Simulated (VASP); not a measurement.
# Fe (Fmmm) in VASP: notebook, part 2 of 2

VASP 6.6.1. Earlier steps stand in the parts before.

**4. Single point, LDA, collinear spin, ferromagnetic start**

POSCAR

```
Fe
1.0
    0.0000000000      1.9417396906      1.9651051623
    1.4984397099      0.0000000000      1.9651051623
    1.4984397099      1.9417396906      0.0000000000
Fe
1
Direct
    0.0000000000      0.0000000000      0.0000000000
```

INCAR.step1

```
PREC = Accurate
ENCUT = 520
EDIFF = 1E-6
ISMEAR = -1
SIGMA = 0.05
LREAL = F
LASPH = T
NELM = 200
ALGO = Normal
ISIF = 2
LWAVE = F
LCHARG = T
ISPIN = 2
MAGMOM = 3
LMAXMIX = 4
NBANDS = 14
GGA_COMPAT = F
NEDOS = 2001
LORBIT = 11
```

KPOINTS.step1

```
regular mesh
0
Gamma
  16 16 16
```

INCAR.step2

```
PREC = Accurate
ENCUT = 520
EDIFF = 1E-6
ISMEAR = -5
SIGMA = 0.05
LREAL = F
LASPH = T
NELM = 200
ALGO = Normal
ISIF = 2
LWAVE = F
LCHARG = F
ISPIN = 2
MAGMOM = 3
LORBIT = 10
LMAXMIX = 4
NEDOS = 2001
ICHARG = 11
GGA_COMPAT = F
```

KPOINTS.step2

```
regular mesh
0
Gamma
  24 24 24
```

Potentials or basis: VASP PAW LDA potentials, release 64 (Fe).

The run is started by

```sh
cat potpaw_LDA.64/Fe/POTCAR > POTCAR
cp INCAR.step1 INCAR
cp KPOINTS.step1 KPOINTS
mpirun -np 1 vasp_std > vasp.out
cp INCAR.step2 INCAR
cp KPOINTS.step2 KPOINTS
mpirun -np 1 vasp_std > vasp.out
```

OUTCAR:

```text
PREC = Accurate
   ENCUT = 520
   EDIFF = 1E-6
   ISMEAR = -5
   LREAL = F
   LASPH = T
   NELM = 200
   ISIF = 2
   ISPIN = 2
   LORBIT = 10
   ICHARG = 11

 ion  position               nearest neighbor table
   1  0.000  0.000  0.000-

  LATTYP: Found a face centered orthorhombic cell.
 ALAT       =     2.9968794198
 B/A-ratio  =     1.2958410524
 C/A-ratio  =     1.3114342535

  Lattice vectors:

 A1 = (   0.0000000000,   1.9417396906,   1.9651051623)
 A2 = (   1.4984397099,   0.0000000000,   1.9651051623)
 A3 = (   1.4984397099,   1.9417396906,   0.0000000000)

Analysis of symmetry for initial positions (statically):
=====================================================================
 Subroutine PRICEL returns:
 Original cell was already a primitive cell.

 Routine SETGRP: Setting up the symmetry group for a
 face centered orthorhombic supercell.

 Subroutine GETGRP returns: Found  8 space group operations
 (whereof  8 operations were pure point group operations)
 out of a pool of  8 trial point group operations.

The static configuration has the point symmetry D_2h.

Analysis of symmetry for dynamics (positions and initial velocities):
=====================================================================
 Subroutine PRICEL returns:
 Original cell was already a primitive cell.

 Routine SETGRP: Setting up the symmetry group for a
 face centered orthorhombic supercell.

 Subroutine GETGRP returns: Found  8 space group operations
 (whereof  8 operations were pure point group operations)
 out of a pool of  8 trial point group operations.

The dynamic configuration has the point symmetry D_2h.

Analysis of structural, dynamic, and magnetic symmetry:
=====================================================================
 Subroutine PRICEL returns:
 Original cell was already a primitive cell.

 Routine SETGRP: Setting up the symmetry group for a
 face centered orthorhombic supercell.

 Subroutine GETGRP returns: Found  8 space group operations
 (whereof  8 operations were pure point group operations)
 out of a pool of  8 trial point group operations.

The overall configuration has the point symmetry D_2h.

 Subroutine INISYM returns: Found  8 space group operations
 (whereof  8 operations are pure point group operations),
 and found     1 'primitive' translations

----------------------------------------------------------------------------------------

                                     Primitive cell

  volume of cell :      11.4353

  direct lattice vectors                    reciprocal lattice vectors
     0.000000000  1.941739691  1.965105162    -0.333680426  0.257501045  0.254439309
     1.498439710  0.000000000  1.965105162     0.333680426 -0.257501045  0.254439309
     1.498439710  1.941739691  0.000000000     0.333680426  0.257501045 -0.254439309

  length of vectors
     2.762605894  2.471226388  2.452687218     0.492329947  0.492329947  0.492329947

  position of ions in fractional coordinates (direct lattice)
     0.000000000  0.000000000  0.000000000

  ion indices of the primitive-cell ions
   primitive index   ion index
                 1           1

----------------------------------------------------------------------------------------

 KPOINTS: regular mesh

Automatic generation of k-mesh.
 Grid dimensions read from file:
 generate k-points for:   24   24   24

 Generating k-lattice:

[... 63 lines left out ...]
   EDIFF  = 0.1E-05   stopping-criterion for ELM
   LREAL  =      F    real-space projection
   EDIFFG = 0.1E-04   stopping-criterion for IOM
   NSW    =      0    number of steps for IOM
   IBRION =     -1    ionic relax: 0-MD 1-quasi-New 2-CG
   NFREE  =      0    steps in history (QN), initial steepest desc. (CG)
   ISIF   =      2    stress and relaxation
   ISYM   =      2    0-nonsym 1-usesym 2-fastsym
   POTIM  = 0.5000    time-step for ionic-motion
   TEBEG  =    0.0;   TEEND  =   0.0 temperature during run
   PSTRESS=    0.0 pullay stress
   NELECT =       8.0000    total number of electrons
   NUPDOWN=      -1.0000    fix difference up-down
   EMIN   =  10.00;   EMAX   =-10.00  energy-range for DOS
   EFERMI =   0.00;   METHOD = LEGACY
   ISMEAR =    -5;   SIGMA  =   0.05  broadening in eV -4-tet -1-fermi 0-gaus
   EFERMI_NEDOS =   21; number of points for ismear=-14 and -15
   IALGO  =     38    algorithm
   IMIX   =      4    mixing-type and parameters
     AMIX     =   0.40;   BMIX     =  1.00
     AMIX_MAG =   1.60;   BMIX_MAG =  1.00
  volume/ion in A,a.u.               =      11.44        77.17
  Fermi-wavevector in a.u.,A,eV,Ry     =   1.453303  2.746344 28.736719  2.112089
  Thomas-Fermi vector in A             =   2.570585
   LORBIT       =     10    0 simple, 1 ext, 2 COOP (PROOUT), +10 PAW based schemes
   GGA     = CA    functional components
   LHFCALC =     F    Hartree Fock is set to
   AEXX    =    0.0000 exact exchange contribution
   IVDW    =     0    specifies the selected vdW correction
   LEPSILON=     F    determine dielectric tensor
   LRPA    =     F    only Hartree local field effects (RPA)
 spin polarized calculation
 Fermi weights with tetrahedron method with Bloechl corrections
  energy-cutoff  :      520.00
  volume of cell :       11.44
 maximum number of plane-waves:       337
 NGX is ok and might be reduce to    24

 number of electron       8.0000000 magnetization       2.1388153

 Free energy of the ion-electron system (eV)
  ---------------------------------------------------
  ext. energy  EPLUGINS =         0.00000000
  ---------------------------------------------------
  free energy    TOTEN  =        -9.13439233 eV

  energy without entropy =       -9.13439233  energy(sigma->0) =       -9.13439233

 E-fermi :   5.6399     XC(G=0): -13.3787

 val. band max:        5.6768096145   @ k =   0.0833   0.5000   0.0417
 cond. band min:       5.5639562812   @ k =  -0.2917   0.0833   0.0833
 fundamental gap:     -0.1128533333
 Fermi energy:         5.6399273865

 spin component 1

 k-point     1 :       0.0000    0.0000    0.0000
  band No.  band energies     occupation
      1      -2.8739      1.00000
      2       3.1892      1.00000
      3       3.2901      1.00000
      4       3.6556      1.00000
      5       4.4440      1.00000
      6       4.8526      1.00000
      7      29.3358      0.00000
      8      30.8186      0.00000
      9      31.0781      0.00000
     10      35.0484      0.00000
[... 287 lines left out ...]
 k-point    24 :       0.4583    0.0417    0.0000
  band No.  band energies     occupation
      1       0.7558      1.00000
      2       2.5033      1.00000
      3       4.2811      1.00000
      4       4.8627      1.00000
      5       5.2359      1.04161
      6       6.1717      0.00000
      7      13.4855      0.00000
      8      24.2468      0.00000
      9      26.4260      0.00000
     10      29.9536      0.00000

 [... further k-points ...]

 spin component 2

 k-point     1 :       0.0000    0.0000    0.0000
  band No.  band energies     occupation
      1      -2.4965      1.00000
      2       4.8936      1.00000
      3       5.0271      1.00000
      4       5.4893      1.00000
      5       6.6025      0.00000
      6       7.1558      0.00000
      7      29.4829      0.00000
      8      30.9934      0.00000
      9      31.2719      0.00000
     10      35.6121      0.00000
[... 287 lines left out ...]
 k-point    24 :       0.4583    0.0417    0.0000
  band No.  band energies     occupation
      1       1.8903      1.00000
      2       4.1374      1.00000
      3       5.6609      0.58113
      4       6.5316      0.00000
      5       7.2727      0.00000
      6       8.0105      0.00000
      7      14.6867      0.00000
      8      24.5971      0.00000
      9      27.0465      0.00000
     10      30.6526      0.00000

 [... further k-points ...]
[... 5 lines left out ...]
  --------------------------------------------------------------------------------------
  -------------------------------------------------------------------------------------
  Total       -1.8520319     -1.1679687     -1.2923872      0.0000000      0.0000000      0.0000000
  in kB     -259.4854205   -163.6423516   -181.0744381      0.0000000      0.0000000      0.0000000
  external PRESSURE =    -201.4007367 kB  Pullay stress =       0.0000000 kB

 VOLUME and BASIS-vectors are now :
 -----------------------------------------------------------------------------
  energy-cutoff  :      520.00
  volume of cell :       11.44
      direct lattice vectors                 reciprocal lattice vectors
     0.000000000  1.941739691  1.965105162    -0.333680426  0.257501045  0.254439309
     1.498439710  0.000000000  1.965105162     0.333680426 -0.257501045  0.254439309
     1.498439710  1.941739691  0.000000000     0.333680426  0.257501045 -0.254439309

 POSITION                                       TOTAL-FORCE (eV/Angst)
 -----------------------------------------------------------------------------------
      0.00000      0.00000      0.00000         0.000000      0.000000      0.000000
 -----------------------------------------------------------------------------------
    total drift:                                0.000000      0.000000      0.000000

  FREE ENERGIE OF THE ION-ELECTRON SYSTEM (eV)
  ---------------------------------------------------
  free  energy   TOTEN  =        -9.1343923312 eV

  energy  without entropy=       -9.1343923312  energy(sigma->0) =       -9.13439233

 total charge

# of ion       s       p       d       tot
------------------------------------------
    1        0.487   0.530   6.250   7.266

 magnetization (x)

# of ion       s       p       d       tot
------------------------------------------
    1       -0.011  -0.034   2.161   2.116
```

OSZICAR.step1:

```text
N       E                     dE             d eps       ncg     rms          rms(c)
DAV:   1     0.210683892952E+02    0.21068E+02   -0.37917E+03 38232   0.716E+02
DAV:   2    -0.928133363504E+01   -0.30350E+02   -0.27754E+02 37926   0.130E+02
DAV:   3    -0.102290576006E+02   -0.94772E+00   -0.94013E+00 42412   0.238E+01
DAV:   4    -0.102324470574E+02   -0.33895E-02   -0.33891E-02 40170   0.128E+00
DAV:   5    -0.102324654008E+02   -0.18343E-04   -0.18344E-04 42738   0.977E-02    0.117E+01
DAV:   6    -0.925602525859E+01    0.97644E+00   -0.10784E+01 44598   0.400E+01    0.574E+00
DAV:   7    -0.915585208400E+01    0.10017E+00   -0.78461E-01 43278   0.105E+01    0.326E+00
DAV:   8    -0.914567572114E+01    0.10176E-01   -0.46452E-03 41788   0.415E-01    0.120E+00
DAV:   9    -0.913723700080E+01    0.84387E-02   -0.59957E-03 48664   0.376E-01    0.280E-01
DAV:  10    -0.913690101354E+01    0.33599E-03   -0.16960E-04 44082   0.205E-01    0.692E-02
DAV:  11    -0.913691881539E+01   -0.17802E-04   -0.71555E-05 44970   0.769E-02    0.307E-02
DAV:  12    -0.913691929003E+01   -0.47464E-06   -0.11885E-06 35030   0.126E-02
   1 F= -.91369193E+01 E0= -.91317849E+01  d E =-.102688E-01  mag=     2.1388
```

Wall time 2 min (1 thread of Intel Xeon 6975P-C (Granite Rapids), shared host); peak memory 0.49 GiB.

Results:

* Net moment: 2.14 μB per cell
* Site moments: Fe +2.12 μB
* Valence electrons inside the program's atomic spheres: Fe 7.27

Levels at points of the mesh, in eV from the Fermi level:
Spin up:
| k point | band 2 | band 3 | band 4 | band 5 | band 6 | band 7 | band 8 | band 9 |
| --- | --- | --- | --- | --- | --- | --- | --- | --- |
| (0.00, 0.00, 0.00) | -2.45 | -2.35 | -1.98 | -1.20 | -0.79 | 23.70 | 25.18 | 25.44 |
| (0.50, 0.00, 0.00) | -3.17 | -1.27 | -0.66 | 0.20 | 0.36 | 7.01 | 18.78 | 20.84 |
| (0.50, 0.50, 0.00) | -3.74 | -0.62 | -0.54 | 0.43 | 0.75 | 7.72 | 17.19 | 18.42 |
| (0.50, 0.00, 0.50) | -3.71 | -0.65 | -0.60 | 0.50 | 0.97 | 7.99 | 16.96 | 18.18 |
| (0.00, 0.50, 0.50) | -4.66 | 0.05 | 0.15 | 0.24 | 7.73 | 10.79 | 10.79 | 14.46 |
Spin down:
| k point | band 1 | band 2 | band 3 | band 4 | band 5 | band 6 | band 7 |
| --- | --- | --- | --- | --- | --- | --- | --- |
| (0.00, 0.00, 0.00) | -8.14 | -0.75 | -0.61 | -0.15 | 0.96 | 1.52 | 23.84 |
| (0.50, 0.00, 0.00) | -3.71 | -1.54 | 0.56 | 0.86 | 1.59 | 2.39 | 8.32 |
| (0.50, 0.50, 0.00) | -3.69 | -2.22 | 1.13 | 1.60 | 1.73 | 2.45 | 9.02 |
| (0.50, 0.00, 0.50) | -3.67 | -2.17 | 1.36 | 1.55 | 1.67 | 2.49 | 9.28 |
| (0.00, 0.50, 0.50) | -3.31 | -3.11 | 2.08 | 2.13 | 2.21 | 8.19 | 11.25 |

Caveat: tetrahedron occupations give inexact forces and stress in metals.
